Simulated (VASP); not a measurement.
# Sn2Pb (P1) in VASP: single point with PBE

Aim: the single point of Sn2Pb with PBE.

Program: VASP 6.6.1. These are calculated values, not measurements. Logs are shortened: lines on timing, memory, paths and dates and some standing lists are left out, and cuts for length are marked.

### 1 The cell of the first run

The typed cell holds 6 atoms: a = 3.242 Å, b = 5.724 Å, c = 9.392 Å, α = 90.05°, β = 90.04°, γ = 90.04°.

### 2 Single point, PBE

Input file INCAR:

```
SYSTEM = Sn2Pb
  PREC = Accurate
  ENCUT = 520
  EDIFF = 1E-6
  ISMEAR = 0
  SIGMA = 0.2
  LREAL = .FALSE.
  LASPH = .TRUE.
  NELM = 80
  ALGO = Fast
  ISIF = 2
  LWAVE = .FALSE.
  LCHARG = .FALSE.
  GGA = PE
  NBANDS = 51
```

Input file KPOINTS:

```
regular mesh
0
G
  6 4 2
  0 0 0
```

Input file POSCAR:

```
Sn2Pb
1.0
    0.0002132216      0.0021197844     -3.2415192660
    2.8629009210     -4.9565970548      0.0012701263
   -8.1370391490     -4.6897949053      0.0028550258
Sn Pb
4 2
Direct
    0.5019962382      0.5012077395      0.8448112107
    0.5001017236      0.9991787078      0.3191643572
    0.5008057325      0.0000099358      0.6555091859
    0.5023942000      0.4994601455      0.1808699396
   -0.0054934538      0.4988086871      0.5131532363
    0.0001955596      0.0013347843     -0.0135079297
```

Potentials or basis: VASP PAW PBE potentials, release 64 (Sn_d, Pb_d).

Command:

```bash
cat potpaw_PBE.64/Sn_d/POTCAR potpaw_PBE.64/Pb_d/POTCAR > POTCAR
mpirun -np 1 vasp_std > vasp.out
```

OUTCAR:

```text
SYSTEM = Sn2Pb
   PREC = Accurate
   ENCUT = 520
   EDIFF = 1E-6
   ISMEAR = 0
   LREAL = .FALSE.
   LASPH = .TRUE.
   NELM = 80
   ISIF = 2
   GGA = PE

 ion  position               nearest neighbor table
   1  0.502  0.501  0.845-   4 3.16   3 3.36   3 3.37   5 3.50   5 3.52   6 3.54   6 3.55   6 3.55
                             6 3.55
   2  0.500  0.999  0.319-   4 3.14   4 3.15   3 3.16   6 3.52   6 3.52   5 3.75   5 3.76   5 3.77
                             5 3.77
   3  0.501  0.000  0.656-   2 3.16   1 3.36   1 3.37   6 3.50   6 3.51   5 3.54   5 3.55   5 3.56
                             5 3.56
   4  0.502  0.499  0.181-   2 3.14   2 3.15   1 3.16   5 3.50   5 3.53   6 3.75   6 3.75   6 3.77
                             6 3.77
   5  0.995  0.499  0.513-   1 3.50   4 3.50   1 3.52   4 3.53   3 3.54   3 3.55   3 3.56   3 3.56
                             2 3.75   2 3.76   2 3.77   2 3.77
   6  0.000  0.001  0.986-   3 3.50   3 3.51   2 3.52   2 3.52   1 3.54   1 3.55   1 3.55   1 3.55
                             4 3.75   4 3.75   4 3.77   4 3.77

  LATTYP: Found a triclinic cell.
 ALAT       =     6.5759776538
 B/A-ratio  =     0.4929335434
 C/A-ratio  =     1.4281957197
 COS(alpha) =     0.0006875314
 COS(beta)  =     0.0011502659
 COS(gamma) =     0.4922761256

  Lattice vectors:

 A1 = (   2.8631141426,  -4.9544772704,  -3.2402491397)
 A2 = (   0.0002132216,   0.0021197844,  -3.2415192660)
 A3 = (   8.1370391490,   4.6897949053,  -0.0028550258)

Analysis of symmetry for initial positions (statically):
=====================================================================
 Subroutine PRICEL returns:
 Original cell was already a primitive cell.

 Routine SETGRP: Setting up the symmetry group for a
 triclinic supercell.

 Subroutine GETGRP returns: Found  1 space group operations
 (whereof  1 operations were pure point group operations)
 out of a pool of  2 trial point group operations.

The static configuration has the point symmetry C_1 .

Analysis of symmetry for dynamics (positions and initial velocities):
=====================================================================
 Subroutine PRICEL returns:
 Original cell was already a primitive cell.

 Routine SETGRP: Setting up the symmetry group for a
 triclinic supercell.

 Subroutine GETGRP returns: Found  1 space group operations
 (whereof  1 operations were pure point group operations)
 out of a pool of  2 trial point group operations.

The dynamic configuration has the point symmetry C_1 .

 Subroutine INISYM returns: Found  1 space group operations
 (whereof  1 operations are pure point group operations),
 and found     1 'primitive' translations

----------------------------------------------------------------------------------------

                                     Primitive cell

  volume of cell :     174.2590

  direct lattice vectors                    reciprocal lattice vectors
     0.000213222  0.002119784 -3.241519266    -0.000047025 -0.000106214 -0.308497391
     2.862900921 -4.956597055  0.001270126     0.087238282 -0.151363033 -0.000093245
    -8.137039149 -4.689794905  0.002855026    -0.092201283 -0.053254922 -0.000040891

  length of vectors
     3.241519966  5.723989663  9.391783138     0.308497412  0.174703446  0.106476125

  position of ions in fractional coordinates (direct lattice)
     0.501996238  0.501207740  0.844811211
     0.500101724  0.999178708  0.319164357
     0.500805732  0.000009936  0.655509186
     0.502394200  0.499460146  0.180869940
     0.994506546  0.498808687  0.513153236
     0.000195560  0.001334784  0.986492070

  ion indices of the primitive-cell ions
   primitive index   ion index
                 1           1
                 2           2
                 3           3
                 4           4
                 5           5
                 6           6

----------------------------------------------------------------------------------------

 KPOINTS: regular mesh

Automatic generation of k-mesh.
 Grid dimensions read from file:
 generate k-points for:    6    4    2

 Generating k-lattice:

  Cartesian coordinates                     Fractional coordinates (reciprocal lattice)
    -0.000007838 -0.000017702 -0.051416232     0.166666667  0.000000000 -0.000000000
     0.021809570 -0.037840758 -0.000023311     0.000000000  0.250000000  0.000000000
    -0.046100642 -0.026627461 -0.000020445     0.000000000 -0.000000000  0.500000000

  Length of vectors
     0.051416235  0.043675862  0.053238062

  Shift w.r.t. Gamma in fractional coordinates (k-lattice)
     0.000000000  0.000000000  0.000000000

 Subroutine IBZKPT returns following result:
 ===========================================

 Found     28 irreducible k-points:

 Following reciprocal coordinates:
            Coordinates               Weight
  0.000000  0.000000  0.000000      1.000000
  0.166667  0.000000 -0.000000      2.000000
  0.333333  0.000000  0.000000      2.000000
  0.500000  0.000000 -0.000000      1.000000
  0.000000  0.250000  0.000000      2.000000
  0.166667  0.250000 -0.000000      2.000000
[... 16 lines left out ...]
 -0.333333  0.250000  0.500000      2.000000
 -0.166667  0.250000  0.500000      2.000000
 [... further k-points ...]
   k-points           NKPTS =     28   k-points in BZ     NKDIM =     28   number of bands    NBANDS=     51
   number of dos      NEDOS =    301   number of ions     NIONS =      6
   total plane-waves  NPLWV =  80640
   dimension x,y,z NGX =    24 NGY =   48 NGZ =   70
   dimension x,y,z NGXF=    48 NGYF=   96 NGZF=  140
   ions per type =               4   2
   NGX,Y,Z   is equivalent  to a cutoff of  12.31, 13.94, 12.39 a.u.
   NGXF,Y,Z  is equivalent  to a cutoff of  24.62, 27.88, 24.78 a.u.
 SYSTEM =  Sn2Pb
   PREC   = accura    normal or accurate (medium, high low for compatibility)
   ISTART =      0    job   : 0-new  1-cont  2-samecut
   ICHARG =      2    charge: 1-file 2-atom 10-const
   ISPIN  =      1    spin polarized calculation?
   LNONCOLLINEAR =      F non collinear calculations
   LSORBIT =      F    spin-orbit coupling
   LASPH  =      T    aspherical Exc in radial PAW
   ENCUT  =  520.0 eV  38.22 Ry    6.18 a.u.   6.03 10.64 17.46*2*pi/ulx,y,z
   NELM   =     80;   NELMIN=  2; NELMDL= -5     # of ELM steps
   EDIFF  = 0.1E-05   stopping-criterion for ELM
   LREAL  =      F    real-space projection
   EDIFFG = 0.1E-04   stopping-criterion for IOM
   NSW    =      0    number of steps for IOM
   IBRION =     -1    ionic relax: 0-MD 1-quasi-New 2-CG
   NFREE  =      0    steps in history (QN), initial steepest desc. (CG)
   ISIF   =      2    stress and relaxation
   ISYM   =      2    0-nonsym 1-usesym 2-fastsym
   POTIM  = 0.5000    time-step for ionic-motion
   TEBEG  =    0.0;   TEEND  =   0.0 temperature during run
   PSTRESS=    0.0 pullay stress
   NELECT =      84.0000    total number of electrons
   NUPDOWN=      -1.0000    fix difference up-down
   EMIN   =  10.00;   EMAX   =-10.00  energy-range for DOS
   EFERMI =   0.00;   METHOD = LEGACY
   ISMEAR =     0;   SIGMA  =   0.20  broadening in eV -4-tet -1-fermi 0-gaus
   EFERMI_NEDOS =   21; number of points for ismear=-14 and -15
   IALGO  =     68    algorithm
   IMIX   =      4    mixing-type and parameters
     AMIX     =   0.40;   BMIX     =  1.00
     AMIX_MAG =   1.60;   BMIX_MAG =  1.00
  volume/ion in A,a.u.               =      29.04       195.99
  Fermi-wavevector in a.u.,A,eV,Ry     =   1.283619  2.425689 22.418023  1.647678
  Thomas-Fermi vector in A             =   2.415861
   LORBIT       =      0    0 simple, 1 ext, 2 COOP (PROOUT), +10 PAW based schemes
   GGA     = PE    functional components
   LHFCALC =     F    Hartree Fock is set to
   AEXX    =    0.0000 exact exchange contribution
   IVDW    =     0    specifies the selected vdW correction
   LEPSILON=     F    determine dielectric tensor
   LRPA    =     F    only Hartree local field effects (RPA)
 non-spin polarized calculation
 RMM-DIIS sequential band-by-band and
 Gauss-broadening in eV      SIGMA  =   0.20
  energy-cutoff  :      520.00
  volume of cell :      174.26
 maximum number of plane-waves:      4724
   NGX = 13   NGY = 21   NGZ = 35

 number of electron      84.0000031 magnetization

 Free energy of the ion-electron system (eV)
  ---------------------------------------------------
  ext. energy  EPLUGINS =         0.00000000
  ---------------------------------------------------
  free energy    TOTEN  =       -22.26115451 eV

  energy without entropy =      -22.21019942  energy(sigma->0) =      -22.23567697

 E-fermi :   7.5514     XC(G=0): -10.1600

 val. band max:        7.5045230152   @ k =   0.5000   0.2500  -0.0000
 cond. band min:       7.6252838071   @ k =   0.3333   0.0000   0.5000
 fundamental gap:      0.1207607919
 Fermi energy:         7.5514003106

 k-point     1 :       0.0000    0.0000    0.0000
  band No.  band energies     occupation
      1     -14.1144      2.00000
      2     -14.0846      2.00000
      3     -14.0777      2.00000
      4     -14.0279      2.00000
      5     -14.0184      2.00000
      6     -14.0040      2.00000
[... 43 lines left out ...]
     50      14.4042      0.00000
     51      14.7212      0.00000

 k-point     2 :       0.1667    0.0000   -0.0000
  band No.  band energies     occupation
      1     -14.0656      2.00000
      2     -14.0462      2.00000
      3     -14.0349      2.00000
      4     -14.0163      2.00000
      5     -14.0018      2.00000
      6     -14.0012      2.00000
[... 43 lines left out ...]
     50      12.6378      0.00000
     51      12.6907      0.00000

 k-point     3 :       0.3333    0.0000    0.0000
  band No.  band energies     occupation
      1     -14.0169      2.00000
      2     -14.0165      2.00000
      3     -14.0116      2.00000
      4     -14.0001      2.00000
      5     -13.9966      2.00000
      6     -13.9888      2.00000
[... 1123 lines left out ...]
     50      10.7909      0.00000
     51      11.2749      0.00000

 k-point    24 :      -0.1667    0.2500    0.5000
  band No.  band energies     occupation
      1     -14.0634      2.00000
      2     -14.0446      2.00000
      3     -14.0366      2.00000
      4     -14.0240      2.00000
      5     -14.0172      2.00000
      6     -13.9936      2.00000
[... 43 lines left out ...]
     50      11.3922      0.00000
     51      11.8503      0.00000

 [... further k-points ...]

------------------------ aborting loop because EDIFF is reached ----------------------------------------

  FORCE on cell =-STRESS in cart. coord.  units (eV):
  Direction    XX          YY          ZZ          XY          YZ          ZX
  --------------------------------------------------------------------------------------
  -------------------------------------------------------------------------------------
  Total       -0.0647845      0.0129037     -0.1172143     -0.0333735      0.0188614     -0.0012281
  in kB       -0.5956438      0.1186399     -1.0776958     -0.3068437      0.1734157     -0.0112910
  external PRESSURE =      -0.5182332 kB  Pullay stress =       0.0000000 kB

 VOLUME and BASIS-vectors are now :
 -----------------------------------------------------------------------------
  energy-cutoff  :      520.00
  volume of cell :      174.26
      direct lattice vectors                 reciprocal lattice vectors
     0.000213222  0.002119784 -3.241519266    -0.000047025 -0.000106214 -0.308497391
     2.862900921 -4.956597055  0.001270126     0.087238282 -0.151363033 -0.000093245
    -8.137039149 -4.689794905  0.002855026    -0.092201283 -0.053254922 -0.000040891

 POSITION                                       TOTAL-FORCE (eV/Angst)
 -----------------------------------------------------------------------------------
     -5.43925     -6.44521     -1.62418        -0.007657     -0.000574     -0.001531
      0.26360     -6.44828     -1.61891        -0.010660     -0.009236     -0.001032
     -5.33377     -3.07319     -1.62150         0.014394      0.008111     -0.000515
     -0.04173     -3.32280     -1.62737         0.009227      0.006480     -0.000819
     -2.74730     -4.87687     -3.22161        -0.007408     -0.006981      0.002245
     -8.02330     -4.63306      0.00218         0.002104      0.002201      0.001650
 -----------------------------------------------------------------------------------
    total drift:                                0.000042     -0.000028      0.000605

  FREE ENERGIE OF THE ION-ELECTRON SYSTEM (eV)
  ---------------------------------------------------
  free  energy   TOTEN  =       -22.2611545138 eV

  energy  without entropy=      -22.2101994223  energy(sigma->0) =      -22.23567697
```

Wall time 6.7 min (1 thread of Oxide Virtual Turin-like, shared host); peak memory 0.34 GiB.

Results:

| Item | Value |
| --- | --- |
| Free energy | -22.2612 eV |
| Pressure | -0.1 GPa |
| Largest force | 0.017 eV/Å |
| Band gap on the k mesh | zero (bands 42 and 43 overlap by 2.64 eV) |

Forces on the atoms (eV/Å):
```
Sn  -0.008 -0.001 -0.002
Sn  -0.011 -0.009 -0.001
Sn   0.014  0.008 -0.001
Sn   0.009  0.006 -0.001
Pb  -0.007 -0.007  0.002
Pb   0.002  0.002  0.002
```

Levels at points of the mesh, in eV from the Fermi level:
```csv
k point,band 39,band 40,band 41,band 42,band 43,band 44,band 45,band 46
"(0.00, 0.00, 0.00)",-2.49,-2.43,-2.42,0.31,0.72,2.64,2.97,3.60
"(0.50, 0.00, 0.00)",-2.33,-2.09,-1.40,-1.37,-0.77,-0.49,-0.30,0.24
"(0.00, 0.50, 0.00)",-1.91,-1.91,0.45,0.46,2.32,2.34,2.37,2.41
"(0.50, 0.50, 0.00)",-3.48,-3.47,-2.62,-2.62,0.73,0.74,1.74,1.75
"(0.00, 0.00, 0.50)",-2.69,-2.16,-0.80,0.41,1.08,1.09,4.07,4.12
"(0.50, 0.00, 0.50)",-2.34,-2.19,-1.60,-1.23,-1.22,-0.83,0.46,0.61
"(0.00, 0.50, 0.50)",0.31,0.31,0.67,0.68,2.48,2.49,2.65,2.67
"(0.50, 0.50, 0.50)",-2.57,-2.56,-1.80,-1.80,-1.12,-1.11,0.46,0.46
```

Caveat: spin-orbit coupling is left out, which moves the levels of the heavy elements.

The gap in the log of VASP goes by the Fermi energy; the results here count the filled bands.